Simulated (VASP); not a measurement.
# Ta16F (a cell with a defect) in VASP: further runs, part 2 of 2

VASP 6.6.1. The steps go on from the part before.

## Step 3: Single point, PBE

INCAR reads:

```
SYSTEM = Ta16F
PREC = Accurate ; ENCUT = 520
EDIFF = 1E-6 ; ISMEAR = 1
SIGMA = 0.1 ; LREAL = Auto
LASPH = .TRUE. ; NELM = 80
ALGO = Normal ; ISIF = 2
LWAVE = .FALSE. ; LCHARG = .FALSE.
GGA = PE ; NBANDS = 106
```

KPOINTS reads:

```
regular mesh
0
G
  3 3 3
  0 0 0
```

POSCAR reads:

```
Ta16F
1.0
    6.6414755500      0.0000000000      0.0000000000
    0.0000000000      6.6414755500      0.0000000000
    0.0000000000      0.0000000000      6.6414755500
Ta F
16 1
Direct
    0.0067459407     -0.0072255028     -0.0005575568
    0.2502049413      0.2493031838      0.2514426180
    0.0091452569     -0.0095666994      0.4994749999
    0.2502532739      0.2493218544      0.7475234927
    0.0067884011      0.5058496376     -0.0005385851
    0.2502430352      0.7492982489      0.2532075873
    0.0092015697      0.5082697323      0.4994814744
    0.2502267738      0.7493205331      0.7457538559
    0.4937651242     -0.0071881617     -0.0004944684
    0.7503754192      0.2493512153      0.1991479137
    0.4913844786     -0.0095409521      0.4994849375
    0.7502527055      0.2494043662      0.7998320494
    0.4937276326      0.5058052197     -0.0004754967
    0.7502904983      0.7493041211      0.2514710756
    0.4913412653      0.5082098059      0.4994896051
    0.7502243986      0.7492744590      0.7475004557
    0.7496779838      0.2487740845      0.4994908097
```

Potentials or basis: VASP PAW PBE potentials, release 64 (Ta_pv, F).

Launch:

```console
$ cat potpaw_PBE.64/Ta_pv/POTCAR potpaw_PBE.64/F/POTCAR > POTCAR
$ mpirun -np 1 vasp_std > vasp.out
```

OUTCAR:

```text
SYSTEM = Ta16F
   PREC = Accurate
   ENCUT = 520
   EDIFF = 1E-6
   ISMEAR = 1
   LREAL = Auto
   LASPH = .TRUE.
   NELM = 80
   ISIF = 2
   GGA = PE

 ion  position               nearest neighbor table
   1  0.007  0.993  0.999-  10 2.75  12 2.75   8 2.84   6 2.84  14 2.88  16 2.88   4 2.88   2 2.88
                             5 3.23   9 3.23   3 3.32   3 3.32   9 3.41   5 3.41
   2  0.250  0.249  0.251-   3 2.87   7 2.87  11 2.87  15 2.87  13 2.88   5 2.88   9 2.88   1 2.88
                             4 3.29   6 3.32   6 3.32  10 3.34  10 3.34   4 3.35
   3  0.009  0.990  0.499-  17 2.43   8 2.79   6 2.79   2 2.87  14 2.87   4 2.87  16 2.87  10 3.14
                            12 3.15   7 3.20  11 3.20   1 3.32   1 3.32  11 3.44   7 3.44
   4  0.250  0.249  0.748-  15 2.87  11 2.87   3 2.87   7 2.87   5 2.88  13 2.88   1 2.88   9 2.88
                             2 3.29   8 3.32   8 3.32  12 3.34  12 3.34   2 3.35
   5  0.007  0.506  0.999-  10 2.75  12 2.75   8 2.84   6 2.84   4 2.88   2 2.88  16 2.88  14 2.88
                             1 3.23  13 3.23   7 3.32   7 3.32  13 3.41   1 3.41
   6  0.250  0.749  0.253-   7 2.79  15 2.79   3 2.79  11 2.79   5 2.84  13 2.84   9 2.84   1 2.84
                             8 3.27  14 3.32   2 3.32   2 3.32  14 3.32   8 3.37
   7  0.009  0.508  0.499-  17 2.44   6 2.79   8 2.79  14 2.87  16 2.87   2 2.87   4 2.87  10 3.14
                            12 3.15  15 3.20   3 3.20   5 3.32   5 3.32   3 3.44  15 3.44
   8  0.250  0.749  0.746-   7 2.79   3 2.79  15 2.79  11 2.79   5 2.84   1 2.84   9 2.84  13 2.84
                             6 3.27  16 3.32   4 3.32   4 3.32  16 3.32   6 3.37
   9  0.494  0.993  1.000-  12 2.75  10 2.75   6 2.84   8 2.84   2 2.88  14 2.88  16 2.88   4 2.88
                            13 3.23   1 3.23  11 3.32  11 3.32   1 3.41  13 3.41
  10  0.750  0.249  0.199-  17 1.99  12 2.65   5 2.75   1 2.75  13 2.75   9 2.75   3 3.14   7 3.14
                            11 3.15  15 3.15   2 3.34  14 3.34  14 3.34   2 3.34
  11  0.491  0.990  0.499-  17 2.43   8 2.79   6 2.79   4 2.87  16 2.87   2 2.87  14 2.87  12 3.15
                            10 3.15   3 3.20  15 3.20   9 3.32   9 3.32  15 3.44   3 3.44
  12  0.750  0.249  0.800-  17 1.99  10 2.65  13 2.75   5 2.75   1 2.75   9 2.75  15 3.14  11 3.15
                             7 3.15   3 3.15  16 3.34   4 3.34   4 3.34  16 3.34
  13  0.494  0.506  1.000-  12 2.75  10 2.75   6 2.84   8 2.84   2 2.88   4 2.88  16 2.88  14 2.88
                             5 3.23   9 3.23  15 3.32  15 3.32   9 3.41   5 3.41
  14  0.750  0.749  0.251-   7 2.87   3 2.87  15 2.87  11 2.87   1 2.88   5 2.88   9 2.88  13 2.88
                            16 3.29   6 3.32   6 3.32  10 3.34  10 3.34  16 3.35
  15  0.491  0.508  0.499-  17 2.43   6 2.79   8 2.79  16 2.87   4 2.87  14 2.87   2 2.87  12 3.14
                            10 3.15   7 3.20  11 3.20  13 3.32  13 3.32  11 3.44   7 3.44
  16  0.750  0.749  0.748-  15 2.87   7 2.87  11 2.87   3 2.87   5 2.88   1 2.88  13 2.88   9 2.88
                            14 3.29   8 3.32   8 3.32  12 3.34  12 3.34  14 3.35
  17  0.750  0.249  0.499-  12 1.99  10 1.99  11 2.43  15 2.43   3 2.43   7 2.44

  LATTYP: Found a simple cubic cell.
 ALAT       =     6.6414755500

  Lattice vectors:

 A1 = (   6.6414755500,   0.0000000000,   0.0000000000)
 A2 = (   0.0000000000,   6.6414755500,   0.0000000000)
 A3 = (   0.0000000000,   0.0000000000,   6.6414755500)

Analysis of symmetry for initial positions (statically):
=====================================================================
 Subroutine PRICEL returns:
 Original cell was already a primitive cell.

 Routine SETGRP: Setting up the symmetry group for a
 simple cubic supercell.

 Subroutine GETGRP returns: Found  1 space group operations
 (whereof  1 operations were pure point group operations)
 out of a pool of 48 trial point group operations.

The static configuration has the point symmetry C_1 .

Analysis of symmetry for dynamics (positions and initial velocities):
[... 120 lines left out ...]
 SYSTEM =  Ta16F
   PREC   = accura    normal or accurate (medium, high low for compatibility)
   ISTART =      0    job   : 0-new  1-cont  2-samecut
   ICHARG =      2    charge: 1-file 2-atom 10-const
   ISPIN  =      1    spin polarized calculation?
   LNONCOLLINEAR =      F non collinear calculations
   LSORBIT =      F    spin-orbit coupling
   LASPH  =      T    aspherical Exc in radial PAW
   ENCUT  =  520.0 eV  38.22 Ry    6.18 a.u.  12.35 12.35 12.35*2*pi/ulx,y,z
   NELM   =     80;   NELMIN=  2; NELMDL= -5     # of ELM steps
   EDIFF  = 0.1E-05   stopping-criterion for ELM
   LREAL  =      T    real-space projection
   EDIFFG = 0.1E-04   stopping-criterion for IOM
   NSW    =      0    number of steps for IOM
   IBRION =     -1    ionic relax: 0-MD 1-quasi-New 2-CG
   NFREE  =      0    steps in history (QN), initial steepest desc. (CG)
   ISIF   =      2    stress and relaxation
   ISYM   =      2    0-nonsym 1-usesym 2-fastsym
   POTIM  = 0.5000    time-step for ionic-motion
   TEBEG  =    0.0;   TEEND  =   0.0 temperature during run
   PSTRESS=    0.0 pullay stress
   NELECT =     183.0000    total number of electrons
   NUPDOWN=      -1.0000    fix difference up-down
   EMIN   =  10.00;   EMAX   =-10.00  energy-range for DOS
   EFERMI =   0.00;   METHOD = LEGACY
   ISMEAR =     1;   SIGMA  =   0.10  broadening in eV -4-tet -1-fermi 0-gaus
   EFERMI_NEDOS =   21; number of points for ismear=-14 and -15
   IALGO  =     38    algorithm
   IMIX   =      4    mixing-type and parameters
     AMIX     =   0.40;   BMIX     =  1.00
     AMIX_MAG =   1.60;   BMIX_MAG =  1.00
  volume/ion in A,a.u.               =      17.23       116.29
  Fermi-wavevector in a.u.,A,eV,Ry     =   1.399460  2.644597 26.646866  1.958489
  Thomas-Fermi vector in A             =   2.522518
   LORBIT       =      0    0 simple, 1 ext, 2 COOP (PROOUT), +10 PAW based schemes
   GGA     = PE    functional components
   LHFCALC =     F    Hartree Fock is set to
   AEXX    =    0.0000 exact exchange contribution
   IVDW    =     0    specifies the selected vdW correction
   LEPSILON=     F    determine dielectric tensor
   LRPA    =     F    only Hartree local field effects (RPA)
 non-spin polarized calculation
 Methfessel and Paxton  Order N= 1 SIGMA  =   0.10
  energy-cutoff  :      520.00
  volume of cell :      292.95
 maximum number of plane-waves:      7893
 NGX is ok and might be reduce to    50
   NGX = 25   NGY = 25   NGZ = 25

 number of electron     182.9999954 magnetization

 Free energy of the ion-electron system (eV)
  ---------------------------------------------------
  ext. energy  EPLUGINS =         0.00000000
  ---------------------------------------------------
  free energy    TOTEN  =      -191.63277813 eV

  energy without entropy =     -191.64543749  energy(sigma->0) =     -191.63699792

 E-fermi :   5.6766     XC(G=0): -12.6340

 val. band max:        5.6540738240   @ k =   0.3333   0.3333   0.0000
 cond. band min:       5.6977043103   @ k =   0.0000   0.3333   0.3333
 fundamental gap:      0.0436304863
 Fermi energy:         5.6766117180

 k-point     1 :       0.0000    0.0000    0.0000
  band No.  band energies     occupation
      1     -29.3955      2.00000
      2     -28.7262      2.00000
      3     -28.7262      2.00000
      4     -28.6167      2.00000
      5     -28.6167      2.00000
      6     -28.6165      2.00000
[... 1473 lines left out ...]
    102       8.2950      0.00000
    103       8.3163      0.00000
 [bands above 103 left out]

------------------------ aborting loop because EDIFF is reached ----------------------------------------

  FORCE on cell =-STRESS in cart. coord.  units (eV):
  Direction    XX          YY          ZZ          XY          YZ          ZX
  --------------------------------------------------------------------------------------
  -------------------------------------------------------------------------------------
  Total        9.8224222      9.8191414     25.9614160      0.0008363     -0.0016380     -0.0022383
  in kB       53.7199311     53.7019879    141.9859018      0.0045737     -0.0089587     -0.0122418
  external PRESSURE =      83.1359403 kB  Pullay stress =       0.0000000 kB

 VOLUME and BASIS-vectors are now :
 -----------------------------------------------------------------------------
  energy-cutoff  :      520.00
  volume of cell :      292.95
      direct lattice vectors                 reciprocal lattice vectors
     6.641475550  0.000000000  0.000000000     0.150568950  0.000000000  0.000000000
     0.000000000  6.641475550  0.000000000     0.000000000  0.150568950  0.000000000
     0.000000000  0.000000000  6.641475550     0.000000000  0.000000000  0.150568950

 POSITION                                       TOTAL-FORCE (eV/Angst)
 -----------------------------------------------------------------------------------
      0.04480      6.59349      6.63777        -0.010282      0.011353      0.001223
      1.66173      1.65574      1.66995         0.000373      0.001798     -0.009095
      0.06074      6.57794      3.31725        -0.013263      0.012253      0.001781
      1.66205      1.65587      4.96466        -0.001819      0.000161      0.007883
      0.04508      3.35959      6.63790        -0.010891     -0.009301      0.001451
      1.66198      4.97645      1.68167        -0.000226      0.000793      0.001652
[... 9 lines left out ...]
      4.98260      4.97629      4.96451         0.001275      0.000497      0.009228
      4.97897      1.65223      3.31736         0.001098     -0.003029     -0.002544
 -----------------------------------------------------------------------------------
    total drift:                                0.001566     -0.000078      0.000947

  FREE ENERGIE OF THE ION-ELECTRON SYSTEM (eV)
  ---------------------------------------------------
  free  energy   TOTEN  =      -191.6327781267 eV

  energy  without entropy=     -191.6454374935  energy(sigma->0) =     -191.63699792
```

It took 33 min on 1 thread of Intel Xeon 8259CL, shared host; peak memory 0.53 GiB.

Results:

* Free energy: -191.6328 eV
* Pressure: 8.3 GPa
* Largest force: 0.053 eV/Å
* Band gap on the k mesh: zero (an odd number of electrons rules out a gap without spin polarisation)

Forces in eV/Å, atoms in the order of the input:
```
Ta  -0.010  0.011  0.001
Ta   0.000  0.002 -0.009
Ta  -0.013  0.012  0.002
Ta  -0.002  0.000  0.008
Ta  -0.011 -0.009  0.001
Ta   0.000  0.001  0.002
Ta  -0.014 -0.014  0.000
Ta   0.002 -0.001 -0.003
Ta   0.009  0.011  0.000
Ta  -0.001  0.000 -0.052
Ta   0.013  0.013  0.000
Ta   0.002  0.000  0.053
Ta   0.010 -0.009  0.000
Ta  -0.002  0.000 -0.011
Ta   0.014 -0.013 -0.001
Ta   0.001  0.000  0.009
F    0.001 -0.003 -0.003
```

Stress tensor (GPa, compression positive):
```
 5.37  0.00  0.00
 0.00  5.37  0.00
 0.00  0.00 14.20
```

Levels at points of the mesh, in eV from the Fermi level:
```csv
k point,band 88,band 89,band 90,band 91,band 92,band 93,band 94,band 95
"(0.00, 0.00, 0.00)",0.45,0.73,0.73,0.97,0.97,1.03,1.07,1.18
```

Caveat: spin-orbit coupling is left out, which moves the levels of the heavy elements; an odd number of electrons without spin polarisation forces a metal; a magnetic or distorted state may lie lower.

The gap in the log of VASP goes by the Fermi energy; the results here count the filled bands.